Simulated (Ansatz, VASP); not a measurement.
**One calculation of Pt, two programs**

POSCAR

```
Pt
1.0
    0.0000000000      1.9715751800      1.9715751800
    1.9715751800      0.0000000000      1.9715751800
    1.9715751800      1.9715751800      0.0000000000
Pt
1
Direct
    0.0000000000      0.0000000000      0.0000000000
```

Contents of INCAR.step1:

```
SYSTEM = Pt
ALGO = Normal
EDIFF = 1E-4
ENCUT = 520
GGA = PE
ISMEAR = 0
LASPH = .TRUE.
LCHARG = .FALSE.
LREAL = .FALSE.
LWAVE = .TRUE.
NBANDS = 11
NELM = 60
PREC = Accurate
SIGMA = 0.1
```

Contents of INCAR.step2:

```
SYSTEM = Pt
ALGO = Normal
EDIFF = 1E-7
ENCUT = 520
ISIF = 2
ISMEAR = 0
ISTART = 1
LASPH = .TRUE.
LCHARG = .FALSE.
LMIXTAU = .TRUE.
LREAL = .FALSE.
LWAVE = .FALSE.
METAGGA = R2SCAN
NBANDS = 11
NELM = 60
PREC = Accurate
SIGMA = 0.1
```

File KPOINTS:

```
k-points
0
G
  8 8 8
  0 0 0
```

Input for Ansatz:

```yaml
crystal:
  lattice:
    - [0.0, 1.97157518, 1.97157518]
    - [1.97157518, 0.0, 1.97157518]
    - [1.97157518, 1.97157518, 0.0]
  atoms:
    - { symbol: Pt, position: [0.0, 0.0, 0.0] }
basis:
  ecutwfc: 600.0
kpoints:
  mp_grid: { grid: [8, 8, 8] }
hamiltonian:
  xc: r2scan
  pseudopotentials: { kind: paw, azcp: { folder: soft_1 } }
scf:
  occupations: { method: gaussian, width: 0.1 }
output:
  forces: true
  stress: true
  eigenvalues: true
```

Alike in both runs: task single point; functional r2SCAN; k mesh 8 × 8 × 8; occupations gaussian, width 0.1 eV; no spin polarisation.

|  | VASP | Ansatz |
| --- | --- | --- |
| version | VASP 6.6.1 | Ansatz 0.2.0 |
| potentials or method | VASP PAW PBE potentials, release 64 (Pt), cutoff 520 eV | scalar-relativistic, plane waves, PAW |
| valence electrons in the cell | 10 | 18 |

```tsv
	VASP	Ansatz	Ansatz less VASP
gap on the k mesh at the Fermi level (eV)	none	none	-
pressure (GPa)	-0.7	-1.3	-0.66
```

VASP's potentials were made for PBE, not for r2SCAN. A gap of «none» marks a metal or a gap that the smearing closes. The functional is the same, so the differences come from potentials, cutoffs and numerics. VASP's potentials hold 10 valence electrons a cell and Ansatz's 18, so a difference there can come from the potentials and not from the codes.

Spin-orbit coupling is off throughout.
